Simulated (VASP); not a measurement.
# Ir4Rh in VASP: single point with PBE

Aim: the single point of Ir4Rh with PBE.

Everything below comes from runs of VASP 6.6.1. Logs are shortened: lines on timing, memory, paths and dates and some standing lists are left out, and cuts for length are marked.

**1. The cell of the first run**

The typed cell holds 10 atoms: a = 4.447 Å, b = 4.747 Å, c = 7.251 Å, α = 109.11°, β = 90.00°, γ = 90.00°.

**2. Single point, PBE**

The input, INCAR:

```
SYSTEM = Ir4Rh
PREC = Accurate ; ENCUT = 520
EDIFF = 1E-7 ; ISMEAR = 0
SIGMA = 0.2 ; LREAL = .False.
LASPH = .True. ; NELM = 80
ALGO = Fast ; ISIF = 2
LWAVE = .False. ; LCHARG = .False.
GGA = PE ; NBANDS = 62
```

The input, KPOINTS:

```
regular mesh
0
Gamma
  6 6 6
  0 0 0
```

The input, POSCAR:

```
Ir4Rh
1.0
    0.0000009781      0.0000958388     -4.4468759372
   -0.0000248748      4.7470370259     -0.0000036550
    6.8515377876     -2.3735519213     -0.0000919478
Ir Rh
8 2
Direct
    0.7499977452      0.5342859755      0.3996017884
    0.7500026768      0.7333865835      0.8003403426
    0.7499953752      0.9330448421      0.1996596016
    0.7499983358      0.1346838827      0.6003975414
    0.2499988032      0.4657138267      0.6003965251
    0.2499988714      0.8653159212      0.3996024873
    0.2500080236      0.0669572495      0.8003400193
    0.2499969660      0.2666149191      0.1996614736
    0.7500056750      0.3322668021     -0.0000005983
    0.2499975278      0.6677299977      0.0000008191
```

Potentials or basis: VASP PAW PBE potentials, release 64 (Ir, Rh_pv).

Launch:

```sh
$ cat potpaw_PBE.64/Ir/POTCAR potpaw_PBE.64/Rh_pv/POTCAR > POTCAR
$ mpirun -np 1 vasp_std > vasp.out
```

OUTCAR:

```text
SYSTEM = Ir4Rh
   PREC = Accurate
   ENCUT = 520
   EDIFF = 1E-7
   ISMEAR = 0
   LREAL = .False.
   LASPH = .True.
   NELM = 80
   ISIF = 2
   GGA = PE

 ion  position               nearest neighbor table
   1  0.750  0.534  0.400-   6 2.72   6 2.72   8 2.73   8 2.73   5 2.73   5 2.73   3 2.74   9 2.74
                             4 2.74   4 2.74   2 2.75   3 2.75
   2  0.750  0.733  0.800-  10 2.73  10 2.73   7 2.73   7 2.73   5 2.73   5 2.73   4 2.74   9 2.74
                             3 2.74   9 2.74   1 2.75   4 2.75
   3  0.750  0.933  0.200-  10 2.73  10 2.73   8 2.73   8 2.73   6 2.73   6 2.73   1 2.74   9 2.74
                             2 2.74   9 2.74   4 2.75   1 2.75
   4  0.750  0.135  0.600-   5 2.72   5 2.72   7 2.73   7 2.73   6 2.73   6 2.73   2 2.74   9 2.74
                             1 2.74   1 2.74   3 2.75   2 2.75
   5  0.250  0.466  0.600-   4 2.72   4 2.72   2 2.73   2 2.73   1 2.73   1 2.73   7 2.74  10 2.74
                             6 2.74   6 2.74   8 2.75   7 2.75
   6  0.250  0.865  0.400-   1 2.72   1 2.72   3 2.73   3 2.73   4 2.73   4 2.73   8 2.74  10 2.74
                             5 2.74   5 2.74   7 2.75   8 2.75
   7  0.250  0.067  0.800-   9 2.73   9 2.73   2 2.73   2 2.73   4 2.73   4 2.73   5 2.74  10 2.74
                             8 2.74  10 2.74   6 2.75   5 2.75
   8  0.250  0.267  0.200-   9 2.73   9 2.73   3 2.73   3 2.73   1 2.73   1 2.73   6 2.74  10 2.74
                             7 2.74  10 2.74   5 2.75   6 2.75
   9  0.750  0.332  1.000-   7 2.73   8 2.73   7 2.73   8 2.73  10 2.73  10 2.73   2 2.74   3 2.74
                             4 2.74   1 2.74   3 2.74   2 2.74
  10  0.250  0.668  0.000-   3 2.73   2 2.73   3 2.73   2 2.73   9 2.73   9 2.73   8 2.74   7 2.74
                             6 2.74   5 2.74   7 2.74   8 2.74

  LATTYP: Found a simple monoclinic cell.
 ALAT       =     7.2510219133
 B/A-ratio  =     0.6132757550
 C/A-ratio  =     1.3627919611
 COS(beta)  =    -0.8910410730

  Lattice vectors:

 A1 = (   6.8515377876,  -2.3735519213,  -0.0000919478)
 A2 = (   0.0000009781,   0.0000958388,  -4.4468759372)
 A3 = (  -6.8515626624,   7.1205889472,   0.0000882928)

Analysis of symmetry for initial positions (statically):
=====================================================================
 Subroutine PRICEL returns:
 Original cell was already a primitive cell.

 Routine SETGRP: Setting up the symmetry group for a
 simple monoclinic supercell.

 Subroutine GETGRP returns: Found  2 space group operations
 (whereof  2 operations were pure point group operations)
 out of a pool of  4 trial point group operations.

The static configuration has the point symmetry S_2 .

Analysis of symmetry for dynamics (positions and initial velocities):
=====================================================================
 Subroutine PRICEL returns:
 Original cell was already a primitive cell.

 Routine SETGRP: Setting up the symmetry group for a
 simple monoclinic supercell.

 Subroutine GETGRP returns: Found  2 space group operations
 (whereof  2 operations were pure point group operations)
 out of a pool of  4 trial point group operations.

The dynamic configuration has the point symmetry S_2 .

 Subroutine INISYM returns: Found  2 space group operations
 (whereof  2 operations are pure point group operations),
 and found     1 'primitive' translations

----------------------------------------------------------------------------------------

                                     Primitive cell

  volume of cell :     144.6322

  direct lattice vectors                    reciprocal lattice vectors
     0.000000978  0.000095839 -4.446875937    -0.000003078 -0.000000173 -0.224876973
    -0.000024875  4.747037026 -0.000003655     0.072977478  0.210658103  0.000004556
     6.851537788 -2.373551921 -0.000091948     0.145952901  0.000000765  0.000000032

  length of vectors
     4.446875938  4.747037026  7.251021913     0.224876973  0.222940684  0.145952901

  position of ions in fractional coordinates (direct lattice)
     0.749997745  0.534285975  0.399601788
     0.750002677  0.733386583  0.800340343
     0.749995375  0.933044842  0.199659602
     0.749998336  0.134683883  0.600397541
     0.249998803  0.465713827  0.600396525
     0.249998871  0.865315921  0.399602487
     0.250008024  0.066957249  0.800340019
     0.249996966  0.266614919  0.199661474
     0.750005675  0.332266802  0.999999402
     0.249997528  0.667729998  0.000000819

  ion indices of the primitive-cell ions
   primitive index   ion index
                 1           1
                 2           2
                 3           3
                 4           4
                 5           5
                 6           6
                 7           7
                 8           8
                 9           9
                10          10

----------------------------------------------------------------------------------------

 KPOINTS: regular mesh

Automatic generation of k-mesh.
 Grid dimensions read from file:
 generate k-points for:    6    6    6

 Generating k-lattice:

  Cartesian coordinates                     Fractional coordinates (reciprocal lattice)
    -0.000000513 -0.000000029 -0.037479495     0.166666667  0.000000000  0.000000000
     0.012162913  0.035109684  0.000000759    -0.000000000  0.166666667  0.000000000
     0.024325483  0.000000127  0.000000005     0.000000000 -0.000000000  0.166666667

  Length of vectors
     0.037479496  0.037156781  0.024325483

  Shift w.r.t. Gamma in fractional coordinates (k-lattice)
     0.000000000  0.000000000  0.000000000

 Subroutine IBZKPT returns following result:
 ===========================================

 Found    112 irreducible k-points:

 Following reciprocal coordinates:
            Coordinates               Weight
  0.000000  0.000000  0.000000      1.000000
  0.166667  0.000000  0.000000      2.000000
  0.333333  0.000000  0.000000      2.000000
  0.500000  0.000000  0.000000      1.000000
  0.000000  0.166667  0.000000      2.000000
  0.166667  0.166667  0.000000      2.000000
[... 16 lines left out ...]
  0.166667  0.000000 -0.166667      2.000000
  0.333333 -0.000000  0.166667      2.000000
 [... further k-points ...]
   k-points           NKPTS =    112   k-points in BZ     NKDIM =    112   number of bands    NBANDS=     62
   number of dos      NEDOS =    301   number of ions     NIONS =     10
   total plane-waves  NPLWV =  69984
   dimension x,y,z NGX =    36 NGY =   36 NGZ =   54
   dimension x,y,z NGXF=    72 NGYF=   72 NGZF=  108
   ions per type =               8   2
   NGX,Y,Z   is equivalent  to a cutoff of  13.46, 12.61, 12.38 a.u.
   NGXF,Y,Z  is equivalent  to a cutoff of  26.92, 25.22, 24.76 a.u.
 SYSTEM =  Ir4Rh
   PREC   = accura    normal or accurate (medium, high low for compatibility)
   ISTART =      0    job   : 0-new  1-cont  2-samecut
   ICHARG =      2    charge: 1-file 2-atom 10-const
   ISPIN  =      1    spin polarized calculation?
   LNONCOLLINEAR =      F non collinear calculations
   LSORBIT =      F    spin-orbit coupling
   LASPH  =      T    aspherical Exc in radial PAW
   ENCUT  =  520.0 eV  38.22 Ry    6.18 a.u.   8.27  8.83 13.48*2*pi/ulx,y,z
   NELM   =     80;   NELMIN=  2; NELMDL= -5     # of ELM steps
   EDIFF  = 0.1E-06   stopping-criterion for ELM
   LREAL  =      F    real-space projection
   EDIFFG = 0.1E-05   stopping-criterion for IOM
   NSW    =      0    number of steps for IOM
   IBRION =     -1    ionic relax: 0-MD 1-quasi-New 2-CG
   NFREE  =      0    steps in history (QN), initial steepest desc. (CG)
   ISIF   =      2    stress and relaxation
   ISYM   =      2    0-nonsym 1-usesym 2-fastsym
   POTIM  = 0.5000    time-step for ionic-motion
   TEBEG  =    0.0;   TEEND  =   0.0 temperature during run
   PSTRESS=    0.0 pullay stress
   NELECT =     102.0000    total number of electrons
   NUPDOWN=      -1.0000    fix difference up-down
   EMIN   =  10.00;   EMAX   =-10.00  energy-range for DOS
   EFERMI =   0.00;   METHOD = LEGACY
   ISMEAR =     0;   SIGMA  =   0.20  broadening in eV -4-tet -1-fermi 0-gaus
   EFERMI_NEDOS =   21; number of points for ismear=-14 and -15
   IALGO  =     68    algorithm
   IMIX   =      4    mixing-type and parameters
     AMIX     =   0.40;   BMIX     =  1.00
     AMIX_MAG =   1.60;   BMIX_MAG =  1.00
  volume/ion in A,a.u.               =      14.46        97.60
  Fermi-wavevector in a.u.,A,eV,Ry     =   1.457203  2.753714 28.891145  2.123439
  Thomas-Fermi vector in A             =   2.574031
   LORBIT       =      0    0 simple, 1 ext, 2 COOP (PROOUT), +10 PAW based schemes
   GGA     = PE    functional components
   LHFCALC =     F    Hartree Fock is set to
   AEXX    =    0.0000 exact exchange contribution
   IVDW    =     0    specifies the selected vdW correction
   LEPSILON=     F    determine dielectric tensor
   LRPA    =     F    only Hartree local field effects (RPA)
 non-spin polarized calculation
 RMM-DIIS sequential band-by-band and
 Gauss-broadening in eV      SIGMA  =   0.20
  energy-cutoff  :      520.00
  volume of cell :      144.63
 maximum number of plane-waves:      3917
 NGX is ok and might be reduce to    36
   NGX = 17   NGY = 17   NGZ = 27

 number of electron     101.9999995 magnetization

 Free energy of the ion-electron system (eV)
  ---------------------------------------------------
  ext. energy  EPLUGINS =         0.00000000
  ---------------------------------------------------
  free energy    TOTEN  =       -84.94175183 eV

  energy without entropy =      -84.66932009  energy(sigma->0) =      -84.80553596

 E-fermi :  10.3119     XC(G=0): -13.8303

 val. band max:       10.3093090239   @ k =   0.1667   0.5000   0.5000
 cond. band min:      10.3224057253   @ k =   0.0000   0.0000   0.0000
 fundamental gap:      0.0130967014
 Fermi energy:        10.3119184705

 k-point     1 :       0.0000    0.0000    0.0000
  band No.  band energies     occupation
      1     -36.6577      2.00000
      2     -36.5931      2.00000
      3     -36.5899      2.00000
      4     -36.5570      2.00000
      5     -36.5016      2.00000
      6     -36.4530      2.00000
[... 1549 lines left out ...]
     61      12.7785      0.00000
     62      13.5562      0.00000

 [... further k-points ...]

------------------------ aborting loop because EDIFF is reached ----------------------------------------

  FORCE on cell =-STRESS in cart. coord.  units (eV):
  Direction    XX          YY          ZZ          XY          YZ          ZX
  --------------------------------------------------------------------------------------
  -------------------------------------------------------------------------------------
  Total        0.3447928      0.3694543      0.4060579      0.0017170      0.0017039      0.0010205
  in kB        3.8194765      4.0926673      4.4981475      0.0190206      0.0188752      0.0113047
  external PRESSURE =       4.1367638 kB  Pullay stress =       0.0000000 kB

 VOLUME and BASIS-vectors are now :
 -----------------------------------------------------------------------------
  energy-cutoff  :      520.00
  volume of cell :      144.63
      direct lattice vectors                 reciprocal lattice vectors
     0.000000978  0.000095839 -4.446875937    -0.000003078 -0.000000173 -0.224876973
    -0.000024875  4.747037026 -0.000003655     0.072977478  0.210658103  0.000004556
     6.851537788 -2.373551921 -0.000091948     0.145952901  0.000000765  0.000000032

 POSITION                                       TOTAL-FORCE (eV/Angst)
 -----------------------------------------------------------------------------------
      2.73787      1.58787     -3.33519        -0.007949     -0.002035     -0.000003
      5.48354      1.58184     -3.33525         0.018728     -0.002562      0.000116
      1.36795      3.95537     -3.33516        -0.018628     -0.002471     -0.000237
      4.11364     -0.78565     -3.33521         0.007931     -0.002009     -0.000134
      4.11363      0.78571     -1.11177         0.007949      0.002035      0.000003
      2.73787      3.15923     -1.11175        -0.007931      0.002009      0.000134
      5.48356     -1.58178     -1.11183         0.018628      0.002471      0.000237
      1.36798      0.79175     -1.11172        -0.018728      0.002562     -0.000116
      6.85153     -0.79620     -3.33528         0.000020      0.007596      0.000184
     -0.00001      3.16976     -1.11171        -0.000020     -0.007596     -0.000184
 -----------------------------------------------------------------------------------
    total drift:                               -0.003119      0.017948      0.014199

  FREE ENERGIE OF THE ION-ELECTRON SYSTEM (eV)
  ---------------------------------------------------
  free  energy   TOTEN  =       -84.9417518284 eV

  energy  without entropy=      -84.6693200936  energy(sigma->0) =      -84.80553596
```

Wall time 43 min (1 thread of Oxide Virtual Turin-like, shared host); peak memory 0.75 GiB.

Results:

* Free energy: -84.9418 eV
* Pressure: 0.4 GPa
* Largest force: 0.019 eV/Å
* Band gap on the k mesh: zero (bands 51 and 52 overlap by 0.67 eV)

Forces on the atoms (eV/Å):
```
Ir  -0.008 -0.002  0.000
Ir   0.019 -0.003  0.000
Ir  -0.019 -0.002  0.000
Ir   0.008 -0.002  0.000
Ir   0.008  0.002  0.000
Ir  -0.008  0.002  0.000
Ir   0.019  0.002  0.000
Ir  -0.019  0.003  0.000
Rh   0.000  0.008  0.000
Rh   0.000 -0.008  0.000
```

Levels at points of the mesh, in eV from the Fermi level:
```
           k point  band 48  band 49  band 50  band 51  band 52  band 53  band 54  band 55
(0.00, 0.00, 0.00)    -0.09    -0.01     0.01     0.14     0.23     0.36     0.43     0.47
(0.50, 0.00, 0.00)    -0.46    -0.44    -0.44     0.31     0.31     0.54     0.54     0.57
(0.00, 0.50, 0.00)    -0.84    -0.73    -0.18    -0.14     0.50     0.57     0.59     0.64
(0.50, 0.50, 0.00)    -0.32    -0.20    -0.20     0.38     0.38     0.42     0.42     0.55
(0.00, 0.00, 0.50)    -0.50    -0.33     0.15     0.23     0.32     0.45     0.52     0.55
(0.50, 0.00, 0.50)    -0.58    -0.52    -0.52    -0.04    -0.04     0.08     0.08     0.33
(0.00, 0.50, 0.50)    -0.84    -0.73    -0.18    -0.14     0.50     0.57     0.59     0.64
(0.50, 0.50, 0.50)    -0.32    -0.20    -0.20     0.38     0.38     0.42     0.42     0.55
```

Caveat: spin-orbit coupling is left out, which moves the levels of the heavy elements.
